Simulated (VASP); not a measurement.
Input of a VASP 6.6.1 run:

INCAR

```
PREC     = Accurate       # precision mode
ENCUT    = 520            # plane-wave cutoff, eV
EDIFF    = 1E-6           # SCF threshold, eV
ISMEAR   = 0              # smearing method
SIGMA    = 0.1            # smearing width, eV
LREAL    = False          # projectors in reciprocal space
LASPH    = True           # aspherical terms in the spheres
NELM     = 150            # most SCF steps
ALGO     = Normal         # electronic algorithm
ISIF     = 2              # what is computed and relaxed
LWAVE    = False          # write WAVECAR
LCHARG   = False          # write CHGCAR
ISPIN    = 2              # spin polarisation
MAGMOM   = 2 2            # initial moments
LORBIT   = 11             # projections on sites
LMAXMIX  = 4              # l up to which the mixer works
GGA      = PS             # functional
NBANDS   = 24             # bands
```

KPOINTS

```
Automatic mesh
0
Gamma
  9 9 4
```

File POSCAR:

```
V
1.0
    2.6042941027      0.0000000000      0.0000000000
   -1.3021470513      2.2553848518      0.0000000000
    0.0000000000      0.0000000000      4.7233360000
V
2
Direct
    0.6666666700      0.3333333300      0.7500000000
    0.3333333300      0.6666666700      0.2500000000
```

Potentials or basis: VASP PAW PBE potentials, release 64 (V_sv).

Launch:

```sh
$ cat potpaw_PBE.64/V_sv/POTCAR > POTCAR
$ mpirun -np 1 vasp_std > vasp.out
```

**Question.** Predict the net moment.

**Answer.** 0.00 μB per cell.

**Question.** What does it give for the band gap on the k mesh?

**Answer.** Zero (filled and empty bands overlap).

**Question.** Predict the pressure.

**Answer.** -6.9 GPa.

Stress tensor (GPa, compression positive):
```
-6.72  0.00  0.00
 0.00 -6.72  0.00
 0.00  0.00 -7.12
```

Caveat: the cell stands under tension; the moments typed at the start vanished in this run; the PAW data sets were made with another functional, which shifts forces and pressure a little.
